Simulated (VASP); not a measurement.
# Te2Mo (P6_3/mmc) in VASP: notebook

The runs below take Te2Mo through single point, with LDA, r2SCAN+rVV10.

All numbers are computed with VASP 6.6.1; they aren't measurements. Logs are shortened: lines on timing, memory, paths and dates and some standing lists are left out, and cuts for length are marked.

## (1) The cell of the first run

It takes space group P6_3/mmc (No. 194, hexagonal). The conventional cell has a = 3.542 Å, b = 3.542 Å, c = 14.177 Å, α = 90.00°, β = 90.00°, γ = 120.00°. Mo (site symmetry -6m2) has 6 Te at 2.72 Å and 6 Mo at 3.54 Å within 3.6 Å. Te (site symmetry 3m) has 3 Mo at 2.72 Å and 7 Te at 3.54 to 3.59 Å within 3.6 Å.

## (2) Single point, LDA

INCAR

```
PREC     = Accurate       # precision mode
ENCUT    = 520            # plane-wave cutoff, eV
EDIFF    = 1E-7           # SCF threshold, eV
ISMEAR   = 0              # smearing method
SIGMA    = 0.01           # smearing width, eV
LREAL    = False          # projectors in reciprocal space
LASPH    = True           # aspherical terms in the spheres
NELM     = 80             # most SCF steps
ALGO     = Normal         # electronic algorithm
ISIF     = 2              # what is computed and relaxed
LWAVE    = False          # write WAVECAR
LCHARG   = False          # write CHGCAR
GGA      = CA             # functional
NBANDS   = 35             # bands
```

KPOINTS

```
Automatic mesh
0
Gamma
  12 12 2
```

POSCAR

```
Te2Mo
1.0
    3.5421311195      0.0000000000      0.0000000000
   -1.7710655598      3.0675755330      0.0000000000
    0.0000000000      0.0000000000     14.1766720015
Mo Te
2 4
Direct
    0.3333333333      0.6666666667      0.2500000000
    0.6666666667      0.3333333333      0.7500000000
    0.6666666667      0.3333333333      0.3765845055
    0.6666666667      0.3333333333      0.1234154945
    0.3333333333      0.6666666667      0.8765845055
    0.3333333333      0.6666666667      0.6234154945
```

Potentials or basis: VASP PAW LDA potentials, release 64 (Mo_sv, Te).

On the command line:

```
cat potpaw_LDA.64/Mo_sv/POTCAR potpaw_LDA.64/Te/POTCAR > POTCAR
mpirun -np 1 vasp_std > vasp.out
```

OUTCAR:

```text
PREC = Accurate
   ENCUT = 520
   EDIFF = 1E-7
   ISMEAR = 0
   LREAL = False
   LASPH = True
   NELM = 80
   ISIF = 2
   GGA = CA

 ion  position               nearest neighbor table
   1  0.333  0.667  0.250-   3 2.72   4 2.72   3 2.72   4 2.72   3 2.72   4 2.72
   2  0.667  0.333  0.750-   5 2.72   6 2.72   5 2.72   6 2.72   5 2.72   6 2.72
   3  0.667  0.333  0.377-   1 2.72   1 2.72   1 2.72   4 3.59
   4  0.667  0.333  0.123-   1 2.72   1 2.72   1 2.72   3 3.59
   5  0.333  0.667  0.877-   2 2.72   2 2.72   2 2.72   6 3.59
   6  0.333  0.667  0.623-   2 2.72   2 2.72   2 2.72   5 3.59

  LATTYP: Found a hexagonal cell.
 ALAT       =     3.5421311195
 C/A-ratio  =     4.0023001756

  Lattice vectors:

 A1 = (   3.5421311195,   0.0000000000,   0.0000000000)
 A2 = (  -1.7710655598,   3.0675755330,   0.0000000000)
 A3 = (   0.0000000000,   0.0000000000,  14.1766720015)

Analysis of symmetry for initial positions (statically):
=====================================================================
 Subroutine PRICEL returns:
 Original cell was already a primitive cell.

 Routine SETGRP: Setting up the symmetry group for a
 hexagonal supercell.

 Subroutine GETGRP returns: Found 24 space group operations
 (whereof 12 operations were pure point group operations)
 out of a pool of 24 trial point group operations.

The static configuration has the point symmetry D_3d.
 The point group associated with its full space group is D_6h.

Analysis of symmetry for dynamics (positions and initial velocities):
=====================================================================
 Subroutine PRICEL returns:
 Original cell was already a primitive cell.

 Routine SETGRP: Setting up the symmetry group for a
 hexagonal supercell.

 Subroutine GETGRP returns: Found 24 space group operations
 (whereof 12 operations were pure point group operations)
 out of a pool of 24 trial point group operations.

The dynamic configuration has the point symmetry D_3d.
 The point group associated with its full space group is D_6h.

 Subroutine INISYM returns: Found 24 space group operations
 (whereof 12 operations are pure point group operations),
 and found     1 'primitive' translations

----------------------------------------------------------------------------------------

                                     Primitive cell

  volume of cell :     154.0402

  direct lattice vectors                    reciprocal lattice vectors
     3.542131120  0.000000000  0.000000000     0.282315918  0.162995171  0.000000000
[... 100 lines left out ...]
   ISIF   =      2    stress and relaxation
   ISYM   =      2    0-nonsym 1-usesym 2-fastsym
   POTIM  = 0.5000    time-step for ionic-motion
   TEBEG  =    0.0;   TEEND  =   0.0 temperature during run
   PSTRESS=    0.0 pullay stress
   NELECT =      52.0000    total number of electrons
   NUPDOWN=      -1.0000    fix difference up-down
   EMIN   =  10.00;   EMAX   =-10.00  energy-range for DOS
   EFERMI =   0.00;   METHOD = LEGACY
   ISMEAR =     0;   SIGMA  =   0.01  broadening in eV -4-tet -1-fermi 0-gaus
   EFERMI_NEDOS =   21; number of points for ismear=-14 and -15
   IALGO  =     38    algorithm
   IMIX   =      4    mixing-type and parameters
     AMIX     =   0.40;   BMIX     =  1.00
     AMIX_MAG =   1.60;   BMIX_MAG =  1.00
  volume/ion in A,a.u.               =      25.67       173.25
  Fermi-wavevector in a.u.,A,eV,Ry     =   1.139894  2.154088 17.678850  1.299359
  Thomas-Fermi vector in A             =   2.276597
   LORBIT       =      0    0 simple, 1 ext, 2 COOP (PROOUT), +10 PAW based schemes
   GGA     = CA    functional components
   LHFCALC =     F    Hartree Fock is set to
   AEXX    =    0.0000 exact exchange contribution
   IVDW    =     0    specifies the selected vdW correction
   LEPSILON=     F    determine dielectric tensor
   LRPA    =     F    only Hartree local field effects (RPA)
 non-spin polarized calculation
 Gauss-broadening in eV      SIGMA  =   0.01
  energy-cutoff  :      520.00
  volume of cell :      154.04
 maximum number of plane-waves:      4205
 NGX is ok and might be reduce to    28
   NGX = 13   NGY = 13   NGZ = 53

 number of electron      52.0000003 magnetization

 Free energy of the ion-electron system (eV)
  ---------------------------------------------------
  ext. energy  EPLUGINS =         0.00000000
  ---------------------------------------------------
  free energy    TOTEN  =       -41.17501842 eV

  energy without entropy =      -41.17501842  energy(sigma->0) =      -41.17501842

 E-fermi :   7.7970     XC(G=0): -10.4964

 val. band max:        7.6364297482   @ k =   0.0000   0.0000   0.0000
 cond. band min:       8.4178851404   @ k =   0.2500   0.1667   0.0000
 fundamental gap:      0.7814553922
 Fermi energy:         7.7969841927

 k-point     1 :       0.0000    0.0000    0.0000
  band No.  band energies     occupation
      1     -52.8453      2.00000
      2     -52.8453      2.00000
      3     -27.1904      2.00000
      4     -27.1904      2.00000
      5     -27.0721      2.00000
      6     -27.0721      2.00000
[... 901 lines left out ...]
     34      11.0982      0.00000
     35      12.8012      0.00000

 [... further k-points ...]

------------------------ aborting loop because EDIFF is reached ----------------------------------------

  FORCE on cell =-STRESS in cart. coord.  units (eV):
  Direction    XX          YY          ZZ          XY          YZ          ZX
  --------------------------------------------------------------------------------------
  -------------------------------------------------------------------------------------
  Total       -3.7248527     -3.7248527     -2.8655200      0.0000000      0.0000000      0.0000000
  in kB      -38.7423088    -38.7423088    -29.8043621      0.0000000      0.0000000      0.0000000
  external PRESSURE =     -35.7629932 kB  Pullay stress =       0.0000000 kB

 VOLUME and BASIS-vectors are now :
 -----------------------------------------------------------------------------
  energy-cutoff  :      520.00
  volume of cell :      154.04
      direct lattice vectors                 reciprocal lattice vectors
     3.542131120  0.000000000  0.000000000     0.282315918  0.162995171  0.000000000
    -1.771065560  3.067575533  0.000000000     0.000000000  0.325990343  0.000000000
     0.000000000  0.000000000 14.176672002     0.000000000  0.000000000  0.070538417

 POSITION                                       TOTAL-FORCE (eV/Angst)
 -----------------------------------------------------------------------------------
     -0.00000      2.04505      3.54417         0.000000      0.000000     -0.000000
      1.77107      1.02253     10.63250        -0.000000      0.000000     -0.000000
      1.77107      1.02253      5.33872         0.000000      0.000000     -0.228430
      1.77107      1.02253      1.74962        -0.000000      0.000000      0.228430
     -0.00000      2.04505     12.42705         0.000000     -0.000000     -0.228430
     -0.00000      2.04505      8.83796         0.000000     -0.000000      0.228430
 -----------------------------------------------------------------------------------
    total drift:                                0.000000     -0.000000      0.000000

  FREE ENERGIE OF THE ION-ELECTRON SYSTEM (eV)
  ---------------------------------------------------
  free  energy   TOTEN  =       -41.1750184233 eV

  energy  without entropy=      -41.1750184233  energy(sigma->0) =      -41.17501842
```

stdout:

```text
POSCAR found type information on POSCAR MoTe
 POSCAR found :  2 types and       6 ions
 scaLAPACK will be used
 LDA part: xc-table for (Slater(with rela. corr.)+CA(PZ))
 , standard interpolation
 POSCAR, INCAR and KPOINTS ok, starting setup
 FFT: planning ... GRIDC
 FFT: planning ... GRID_SOFT
 FFT: planning ... GRID
 WAVECAR not read
 entering main loop
```

Run time: 3.1 min. Hardware: 1 thread of AMD EPYC 7R13 (Zen 3), shared host; peak memory 0.31 GiB.

What came out:

```
Free energy            : -41.1750 eV
Pressure               : -3.6 GPa
Largest force          : 0.228 eV/Å
Band gap on the k mesh : 0.78 eV (least direct gap 1.00 eV)
```

Forces in eV/Å, atoms in the order of the input:
```
Mo   0.000  0.000  0.000
Mo   0.000  0.000  0.000
Te   0.000  0.000 -0.228
Te   0.000  0.000  0.228
Te   0.000  0.000 -0.228
Te   0.000  0.000  0.228
```

Caveat: the cell stands under tension; spin-orbit coupling is left out, which moves the levels of the heavy elements.

## (3) Single point, r2SCAN+rVV10

POSCAR is that of step 2.

INCAR.step1

```
PREC = Accurate
ENCUT = 520
ISMEAR = -1
SIGMA = 0.02
LREAL = False
LASPH = True
NELM = 100
NBANDS = 35
GGA = PE
ALGO = Normal
EDIFF = 1E-4
LWAVE = True
LCHARG = False
```

INCAR.step2

```
PREC = Accurate
ENCUT = 520
EDIFF = 1E-6
ISMEAR = -1
SIGMA = 0.02
LREAL = False
LASPH = True
NELM = 100
ALGO = Normal
ISIF = 2
LWAVE = False
LCHARG = True
METAGGA = R2SCAN
LMIXTAU = True
LUSE_VDW = True
IVDW_NL = 2
BPARAM = 11.95
CPARAM = 0.0093
LELF = True
LVHAR = True
NBANDS = 35
ISTART = 1
```

KPOINTS

```
regular mesh
0
Gamma
  12 12 2
```

Potentials or basis: VASP PAW PBE potentials, release 64 (Mo_sv, Te).

On the command line:

```
cat potpaw_PBE.64/Mo_sv/POTCAR potpaw_PBE.64/Te/POTCAR > POTCAR
cp INCAR.step1 INCAR
mpirun -np 1 vasp_std > vasp.out
cp INCAR.step2 INCAR
mpirun -np 1 vasp_std > vasp.out
```

Run time: 12 min. Hardware: 1 thread of AMD EPYC 7R13 (Zen 3), shared host; peak memory 0.68 GiB.

Results (log left out):

* Free energy: -154.5115 eV
* Pressure: 0.4 GPa
* Largest force: 0.047 eV/Å
* Band gap on the k mesh: 0.91 eV (least direct gap 1.09 eV)

Forces in eV/Å, atoms in the order of the input:
```
Mo   0.000  0.000  0.000
Mo   0.000  0.000  0.000
Te   0.000  0.000  0.047
Te   0.000  0.000 -0.047
Te   0.000  0.000  0.047
Te   0.000  0.000 -0.047
```

Stress tensor (GPa, compression positive):
```
0.38 0.00 0.00
0.00 0.38 0.00
0.00 0.00 0.47
```

Levels at points of the mesh, in eV from the valence-band top:
```
           k point  band 22  band 23  band 24  band 25  band 26  band 27  band 28  band 29  band 30  band 31
(0.00, 0.00, 0.00)    -1.14    -1.14    -0.99    -0.50     0.00     2.99     2.99     3.09     3.09     3.25
(0.50, 0.00, 0.00)    -1.89    -1.02    -0.97    -0.73    -0.49     1.31     1.36     1.57     1.85     2.87
(0.00, 0.00, 0.50)    -1.16    -1.16    -1.16    -0.12    -0.12     3.02     3.02     3.02     3.02     3.37
(0.50, 0.00, 0.50)    -1.98    -0.98    -0.98    -0.61    -0.61     1.33     1.33     1.72     1.72     3.28
```

Caveat: the PAW data sets were made with another functional, which shifts forces and pressure a little; spin-orbit coupling is left out, which moves the levels of the heavy elements. A k mesh can miss the band edges.
